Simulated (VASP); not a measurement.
# CdTe (F-43m) in VASP: notebook

The runs below take CdTe through single point, relaxation of cell and atoms, with r2SCAN.

All numbers are computed with VASP 6.6.1; they aren't measurements. Logs are shortened: lines on timing, memory, paths and dates and some standing lists are left out, and cuts for length are marked.

**1. The cell of the first run**

The structure is cubic, space group F-43m (No. 216). Conventional cell: a = 6.461 Å, b = 6.461 Å, c = 6.461 Å, α = 90.00°, β = 90.00°, γ = 90.00°. Cd (site symmetry -43m) has 4 Te at 2.80 Å within 3.7 Å. Within 3.7 Å of Te (site symmetry -43m) lie 4 Cd at 2.80 Å.

**2. Single point, r2SCAN**

POSCAR reads:

```
CdTe
1.0
    0.0000000000      3.2306097910      3.2306097910
    3.2306097910      0.0000000000      3.2306097910
    3.2306097910      3.2306097910      0.0000000000
Cd Te
1 1
Direct
    0.0000000000      0.0000000000      0.0000000000
    0.7500000000      0.7500000000      0.7500000000
```

INCAR.step1 reads:

```
  ALGO = Normal
  EDIFF = 1E-4
  ENCUT = 520
  GGA = PE
  ISMEAR = 0
  LASPH = True
  LCHARG = False
  LREAL = False
  LWAVE = True
  NBANDS = 16
  NELM = 100
  PREC = Accurate
  SIGMA = 0.01
```

INCAR.step2 reads:

```
  ALGO = Normal
  EDIFF = 1E-7
  ENCUT = 520
  ISIF = 2
  ISMEAR = 0
  ISTART = 1
  LASPH = True
  LCHARG = False
  LMIXTAU = True
  LREAL = False
  LWAVE = False
  METAGGA = R2SCAN
  NBANDS = 16
  NELM = 100
  PREC = Accurate
  SIGMA = 0.01
```

KPOINTS reads:

```
k-points
0
Gamma
  8 8 8
```

Potentials or basis: VASP PAW PBE potentials, release 64 (Cd, Te).

Launch:

```console
> cat potpaw_PBE.64/Cd/POTCAR potpaw_PBE.64/Te/POTCAR > POTCAR
> cp INCAR.step1 INCAR
> mpirun -np 1 vasp_std > vasp.out
> cp INCAR.step2 INCAR
> mpirun -np 1 vasp_std > vasp.out
```

OUTCAR:

```text
EDIFF = 1E-7
   ENCUT = 520
   ISIF = 2
   ISMEAR = 0
   ISTART = 1
   LASPH = True
   LREAL = False
   METAGGA = R2SCAN
   NELM = 100
   PREC = Accurate

 ion  position               nearest neighbor table
   1  0.000  0.000  0.000-   2 2.80   2 2.80   2 2.80   2 2.80
   2  0.750  0.750  0.750-   1 2.80   1 2.80   1 2.80   1 2.80

  LATTYP: Found a face centered cubic cell.
 ALAT       =     6.4612195820

  Lattice vectors:

 A1 = (   0.0000000000,   3.2306097910,   3.2306097910)
 A2 = (   3.2306097910,   0.0000000000,   3.2306097910)
 A3 = (   3.2306097910,   3.2306097910,   0.0000000000)

Analysis of symmetry for initial positions (statically):
=====================================================================
 Subroutine PRICEL returns:
 Original cell was already a primitive cell.

 Routine SETGRP: Setting up the symmetry group for a
 face centered cubic supercell.

 Subroutine GETGRP returns: Found 24 space group operations
 (whereof 24 operations were pure point group operations)
 out of a pool of 48 trial point group operations.

The static configuration has the point symmetry T_d .

Analysis of symmetry for dynamics (positions and initial velocities):
=====================================================================
 Subroutine PRICEL returns:
 Original cell was already a primitive cell.

 Routine SETGRP: Setting up the symmetry group for a
 face centered cubic supercell.

 Subroutine GETGRP returns: Found 24 space group operations
 (whereof 24 operations were pure point group operations)
 out of a pool of 48 trial point group operations.

The dynamic configuration has the point symmetry T_d .

 Subroutine INISYM returns: Found 24 space group operations
 (whereof 24 operations are pure point group operations),
 and found     1 'primitive' translations

----------------------------------------------------------------------------------------

                                     Primitive cell

  volume of cell :      67.4347

  direct lattice vectors                    reciprocal lattice vectors
     0.000000000  3.230609791  3.230609791    -0.154769543  0.154769543  0.154769543
     3.230609791  0.000000000  3.230609791     0.154769543 -0.154769543  0.154769543
     3.230609791  3.230609791  0.000000000     0.154769543  0.154769543 -0.154769543

  length of vectors
     4.568772181  4.568772181  4.568772181     0.268068711  0.268068711  0.268068711

  position of ions in fractional coordinates (direct lattice)
     0.000000000  0.000000000  0.000000000
     0.750000000  0.750000000  0.750000000

  ion indices of the primitive-cell ions
   primitive index   ion index
                 1           1
                 2           2

----------------------------------------------------------------------------------------

 KPOINTS: k-points

Automatic generation of k-mesh.
 Grid dimensions read from file:
 generate k-points for:    8    8    8

 Generating k-lattice:

  Cartesian coordinates                     Fractional coordinates (reciprocal lattice)
    -0.019346193  0.019346193  0.019346193     0.125000000  0.000000000  0.000000000
     0.019346193 -0.019346193  0.019346193     0.000000000  0.125000000  0.000000000
     0.019346193  0.019346193 -0.019346193     0.000000000  0.000000000  0.125000000

  Length of vectors
     0.033508589  0.033508589  0.033508589

  Shift w.r.t. Gamma in fractional coordinates (k-lattice)
     0.000000000  0.000000000  0.000000000

 Subroutine IBZKPT returns following result:
 ===========================================

 Found     29 irreducible k-points:

 Following reciprocal coordinates:
            Coordinates               Weight
  0.000000  0.000000  0.000000      1.000000
  0.125000  0.000000  0.000000      8.000000
  0.250000  0.000000  0.000000      8.000000
  0.375000  0.000000  0.000000      8.000000
  0.500000  0.000000  0.000000      4.000000
  0.125000  0.125000  0.000000      6.000000
[... 16 lines left out ...]
  0.500000  0.250000  0.125000     48.000000
 -0.375000  0.250000  0.125000     24.000000
 [... further k-points ...]
   k-points           NKPTS =     29   k-points in BZ     NKDIM =     29   number of bands    NBANDS=     16
   number of dos      NEDOS =    301   number of ions     NIONS =      2
   total plane-waves  NPLWV =  46656
   dimension x,y,z NGX =    36 NGY =   36 NGZ =   36
   dimension x,y,z NGXF=    72 NGYF=   72 NGZF=   72
   ions per type =               1   1
   NGX,Y,Z   is equivalent  to a cutoff of  13.10, 13.10, 13.10 a.u.
   NGXF,Y,Z  is equivalent  to a cutoff of  26.20, 26.20, 26.20 a.u.
 SYSTEM =  unknown system
   PREC   = accura    normal or accurate (medium, high low for compatibility)
   ISTART =      1    job   : 0-new  1-cont  2-samecut
   ICHARG =      0    charge: 1-file 2-atom 10-const
   ISPIN  =      1    spin polarized calculation?
   LNONCOLLINEAR =      F non collinear calculations
   LSORBIT =      F    spin-orbit coupling
   LASPH  =      T    aspherical Exc in radial PAW
   ENCUT  =  520.0 eV  38.22 Ry    6.18 a.u.   8.49  8.49  8.49*2*pi/ulx,y,z
   NELM   =    100;   NELMIN=  2; NELMDL=  0     # of ELM steps
   EDIFF  = 0.1E-06   stopping-criterion for ELM
   LREAL  =      F    real-space projection
   EDIFFG = 0.1E-05   stopping-criterion for IOM
   NSW    =      0    number of steps for IOM
   IBRION =     -1    ionic relax: 0-MD 1-quasi-New 2-CG
   NFREE  =      0    steps in history (QN), initial steepest desc. (CG)
   ISIF   =      2    stress and relaxation
   ISYM   =      2    0-nonsym 1-usesym 2-fastsym
   POTIM  = 0.5000    time-step for ionic-motion
   TEBEG  =    0.0;   TEEND  =   0.0 temperature during run
   PSTRESS=    0.0 pullay stress
   NELECT =      18.0000    total number of electrons
   NUPDOWN=      -1.0000    fix difference up-down
   EMIN   =  10.00;   EMAX   =-10.00  energy-range for DOS
   EFERMI =   0.00;   METHOD = LEGACY
   ISMEAR =     0;   SIGMA  =   0.01  broadening in eV -4-tet -1-fermi 0-gaus
   EFERMI_NEDOS =   21; number of points for ismear=-14 and -15
   IALGO  =     38    algorithm
   IMIX   =      4    mixing-type and parameters
     AMIX     =   0.40;   BMIX     =  1.00
     AMIX_MAG =   1.60;   BMIX_MAG =  1.00
  volume/ion in A,a.u.               =      33.72       227.54
  Fermi-wavevector in a.u.,A,eV,Ry     =   1.054074  1.991911 15.117057  1.111072
  Thomas-Fermi vector in A             =   2.189220
   LORBIT       =      0    0 simple, 1 ext, 2 COOP (PROOUT), +10 PAW based schemes
   METAGGA = R2SCAN    functional components
   LHFCALC =     F    Hartree Fock is set to
   AEXX    =    0.0000 exact exchange contribution
   IVDW    =     0    specifies the selected vdW correction
   LEPSILON=     F    determine dielectric tensor
   LRPA    =     F    only Hartree local field effects (RPA)
 non-spin polarized calculation
 Gauss-broadening in eV      SIGMA  =   0.01
  energy-cutoff  :      520.00
  volume of cell :       67.43
 maximum number of plane-waves:      1839
 NGX is ok and might be reduce to    36
   NGX = 17   NGY = 17   NGZ = 17

 number of electron      17.9999994 magnetization

 Free energy of the ion-electron system (eV)
  ---------------------------------------------------
  ext. energy  EPLUGINS =         0.00000000
  ---------------------------------------------------
  free energy    TOTEN  =       -46.62476548 eV

  energy without entropy =      -46.62476548  energy(sigma->0) =      -46.62476548

 E-fermi :   2.2380     XC(G=0):  -9.1472

 val. band max:        2.1859754803   @ k =   0.0000   0.0000   0.0000
 cond. band min:       3.4891949777   @ k =   0.0000   0.0000   0.0000
 fundamental gap:      1.3032194974
 Fermi energy:         2.2380468177

 k-point     1 :       0.0000    0.0000    0.0000
  band No.  band energies     occupation
      1      -9.3982      2.00000
      2      -6.4072      2.00000
      3      -6.4072      2.00000
      4      -6.4072      2.00000
      5      -6.1146      2.00000
      6      -6.1146      2.00000
[... 8 lines left out ...]
     15      12.0323      0.00000
     16      12.0323      0.00000

 k-point     2 :       0.1250    0.0000    0.0000
  band No.  band energies     occupation
      1      -9.3364      2.00000
      2      -6.3950      2.00000
      3      -6.3950      2.00000
      4      -6.3570      2.00000
      5      -6.1155      2.00000
      6      -6.1155      2.00000
[... 8 lines left out ...]
     15      11.2952      0.00000
     16      11.2952      0.00000

 k-point     3 :       0.2500    0.0000    0.0000
  band No.  band energies     occupation
      1      -9.1870      2.00000
      2      -6.3679      2.00000
      3      -6.3679      2.00000
      4      -6.1888      2.00000
      5      -6.1149      2.00000
      6      -6.1149      2.00000
[... 8 lines left out ...]
     15      11.0943      0.00000
     16      11.0943      0.00000

 k-point     4 :       0.3750    0.0000    0.0000
  band No.  band energies     occupation
      1      -9.0395      2.00000
      2      -6.3448      2.00000
      3      -6.3448      2.00000
      4      -6.1093      2.00000
      5      -6.1093      2.00000
      6      -5.9096      2.00000
[... 8 lines left out ...]
     15      11.9691      0.00000
     16      11.9691      0.00000
[... 324 lines left out ...]
 k-point    22 :       0.3750    0.2500    0.1250
  band No.  band energies     occupation
      1      -9.0780      2.00000
      2      -6.3371      2.00000
      3      -6.3235      2.00000
      4      -6.1683      2.00000
      5      -6.1043      2.00000
      6      -6.0256      2.00000
[... 8 lines left out ...]
     15      12.5720      0.00000
     16      13.2377      0.00000

 k-point    23 :       0.5000    0.2500    0.1250
  band No.  band energies     occupation
      1      -8.9632      2.00000
      2      -6.3144      2.00000
      3      -6.3038      2.00000
      4      -6.1444      2.00000
      5      -6.1040      2.00000
      6      -5.7807      2.00000
[... 8 lines left out ...]
     15      12.7925      0.00000
     16      13.4717      0.00000

 k-point    24 :      -0.3750    0.2500    0.1250
  band No.  band energies     occupation
      1      -8.9171      2.00000
      2      -6.3077      2.00000
      3      -6.2961      2.00000
      4      -6.1314      2.00000
      5      -6.1087      2.00000
      6      -5.6290      2.00000
[... 8 lines left out ...]
     15      12.8328      0.00000
     16      13.4729      0.00000

 [... further k-points ...]
[... 5 lines left out ...]
  --------------------------------------------------------------------------------------
  -------------------------------------------------------------------------------------
  Total        0.8869825      0.8869825      0.8869825      0.0000000      0.0000000     -0.0000000
  in kB       21.0737645     21.0737645     21.0737645      0.0000000      0.0000000     -0.0000000
  external PRESSURE =      21.0737645 kB  Pullay stress =       0.0000000 kB

 VOLUME and BASIS-vectors are now :
 -----------------------------------------------------------------------------
  energy-cutoff  :      520.00
  volume of cell :       67.43
      direct lattice vectors                 reciprocal lattice vectors
     0.000000000  3.230609791  3.230609791    -0.154769543  0.154769543  0.154769543
     3.230609791  0.000000000  3.230609791     0.154769543 -0.154769543  0.154769543
     3.230609791  3.230609791  0.000000000     0.154769543  0.154769543 -0.154769543

 POSITION                                       TOTAL-FORCE (eV/Angst)
 -----------------------------------------------------------------------------------
      0.00000      0.00000      0.00000        -0.000000     -0.000000      0.000000
      4.84591      4.84591      4.84591         0.000000      0.000000     -0.000000
 -----------------------------------------------------------------------------------
    total drift:                                0.000001      0.000001      0.000001

  FREE ENERGIE OF THE ION-ELECTRON SYSTEM (eV)
  ---------------------------------------------------
  free  energy   TOTEN  =       -46.6247654848 eV

  energy  without entropy=      -46.6247654848  energy(sigma->0) =      -46.62476548
```

Run time: 95 s. Hardware: 1 thread of AMD EPYC 9R45 (Zen 5), shared host; peak memory 0.19 GiB.

Results:

```yaml
Free_energy: -46.6248 eV
Pressure: 2.1 GPa
Band_gap_on_the_k_mesh: 1.30 eV
```

Caveat: the PAW data sets were made with another functional, which shifts forces and pressure a little; spin-orbit coupling is left out, which moves the levels of the heavy elements.

**3. Single point, r2SCAN**

This run uses another cell than the first one, of 34.45 Å³/atom.

POSCAR reads:

```
CdTe
1.0
    0.0000000000      3.2538943074      3.2538943074
    3.2538943074      0.0000000000      3.2538943074
    3.2538943074      3.2538943074      0.0000000000
Cd Te
1 1
Direct
    0.0000000000      0.0000000000      0.0000000000
    0.7500000000      0.7500000000      0.7500000000
```

INCAR.step1 reads:

```
  ALGO = Normal
  EDIFF = 1E-4
  ENCUT = 520
  GGA = PE
  ISMEAR = 0
  LASPH = T
  LCHARG = F
  LREAL = F
  LWAVE = T
  NBANDS = 16
  NELM = 100
  PREC = Accurate
  SIGMA = 0.01
```

INCAR.step2 reads:

```
  ALGO = Normal
  EDIFF = 1E-6
  ENCUT = 520
  ISIF = 2
  ISMEAR = 0
  ISTART = 1
  LASPH = T
  LCHARG = F
  LMIXTAU = T
  LREAL = F
  LWAVE = F
  METAGGA = R2SCAN
  NBANDS = 16
  NELM = 100
  PREC = Accurate
  SIGMA = 0.01
```

KPOINTS is that of step 2.

Potentials or basis: VASP PAW PBE potentials, release 64 (Cd, Te).

Launch:

```console
> cat potpaw_PBE.64/Cd/POTCAR potpaw_PBE.64/Te/POTCAR > POTCAR
> cp INCAR.step1 INCAR
> mpirun -np 1 vasp_std > vasp.out
> cp INCAR.step2 INCAR
> mpirun -np 1 vasp_std > vasp.out
```

OUTCAR:

```text
EDIFF = 1E-6
   ENCUT = 520
   ISIF = 2
   ISMEAR = 0
   ISTART = 1
   LASPH = T
   LREAL = F
   METAGGA = R2SCAN
   NELM = 100
   PREC = Accurate

 ion  position               nearest neighbor table
   1  0.000  0.000  0.000-   2 2.82   2 2.82   2 2.82   2 2.82
   2  0.750  0.750  0.750-   1 2.82   1 2.82   1 2.82   1 2.82

  LATTYP: Found a face centered cubic cell.
 ALAT       =     6.5077886148

  Lattice vectors:

 A1 = (   0.0000000000,   3.2538943074,   3.2538943074)
 A2 = (   3.2538943074,   0.0000000000,   3.2538943074)
 A3 = (   3.2538943074,   3.2538943074,   0.0000000000)
[... 625 lines left out ...]
      4      -6.2709      2.00000
      5      -6.2499      2.00000
      6      -5.7934      2.00000
[... 8 lines left out ...]
     15      12.5971      0.00000
     16      13.2017      0.00000

 [... further k-points ...]
[... 5 lines left out ...]
  --------------------------------------------------------------------------------------
  -------------------------------------------------------------------------------------
  Total        0.4718960      0.4718960      0.4718960      0.0000000      0.0000000     -0.0000000
  in kB       10.9727775     10.9727775     10.9727775      0.0000000      0.0000000     -0.0000000
  external PRESSURE =      10.9727775 kB  Pullay stress =       0.0000000 kB

 VOLUME and BASIS-vectors are now :
 -----------------------------------------------------------------------------
  energy-cutoff  :      520.00
  volume of cell :       68.90
      direct lattice vectors                 reciprocal lattice vectors
     0.000000000  3.253894307  3.253894307    -0.153662029  0.153662029  0.153662029
     3.253894307  0.000000000  3.253894307     0.153662029 -0.153662029  0.153662029
     3.253894307  3.253894307  0.000000000     0.153662029  0.153662029 -0.153662029

 POSITION                                       TOTAL-FORCE (eV/Angst)
 -----------------------------------------------------------------------------------
      0.00000      0.00000      0.00000         0.000000     -0.000000     -0.000000
      4.88084      4.88084      4.88084        -0.000000      0.000000      0.000000
 -----------------------------------------------------------------------------------
    total drift:                                0.000001      0.000001      0.000001

  FREE ENERGIE OF THE ION-ELECTRON SYSTEM (eV)
  ---------------------------------------------------
  free  energy   TOTEN  =       -46.6393513011 eV

  energy  without entropy=      -46.6393513011  energy(sigma->0) =      -46.63935130
```

OUTCAR.step1:

```text
EDIFF = 1E-4
   ENCUT = 520
   GGA = PE
   ISMEAR = 0
   LASPH = T
[... 677 lines left out ...]
 -----------------------------------------------------------------------------------
      0.00000      0.00000      0.00000        -0.000000     -0.000000     -0.000000
      4.88084      4.88084      4.88084         0.000000      0.000000      0.000000
 -----------------------------------------------------------------------------------
    total drift:                                0.000000      0.000000      0.000000

  FREE ENERGIE OF THE ION-ELECTRON SYSTEM (eV)
  ---------------------------------------------------
  free  energy   TOTEN  =        -4.7881233152 eV

  energy  without entropy=       -4.7881233152  energy(sigma->0) =       -4.78812332
```

OSZICAR.step1:

```text
N       E                     dE             d eps       ncg     rms          rms(c)
DAV:   1     0.993621827882E+02    0.99362E+02   -0.83029E+03   944   0.973E+02
DAV:   2    -0.137596803791E+01   -0.10074E+03   -0.95836E+02  1136   0.236E+02
DAV:   3    -0.498451978500E+01   -0.36086E+01   -0.36039E+01  1168   0.459E+01
DAV:   4    -0.501786559795E+01   -0.33346E-01   -0.33345E-01  1424   0.390E+00
DAV:   5    -0.501794600454E+01   -0.80407E-04   -0.80406E-04  1184   0.179E-01    0.548E+00
DAV:   6    -0.480216545900E+01    0.21578E+00   -0.37205E-01  1104   0.725E+00    0.449E+00
DAV:   7    -0.478684407339E+01    0.15321E-01   -0.10663E-01  1120   0.211E+00    0.172E+00
DAV:   8    -0.478774468822E+01   -0.90061E-03   -0.10581E-02  1032   0.117E+00    0.467E-01
DAV:   9    -0.478806746852E+01   -0.32278E-03   -0.94968E-04  1128   0.323E-01    0.107E-01
DAV:  10    -0.478812331518E+01   -0.55847E-04   -0.10309E-04   896   0.101E-01
   1 F= -.47881233E+01 E0= -.47881233E+01  d E =-.630026E-54
```

It took 82 s on 1 thread of AMD EPYC 9R45 (Zen 5), shared host; peak memory 0.2 GiB.

Results:

| Quantity | Value |
| --- | --- |
| Free energy | -46.6394 eV |
| Pressure | 1.1 GPa |
| Band gap on the k mesh | 1.23 eV |

Caveat: the PAW data sets were made with another functional, which shifts forces and pressure a little; spin-orbit coupling is left out, which moves the levels of the heavy elements.

[end of part 1 of 2]
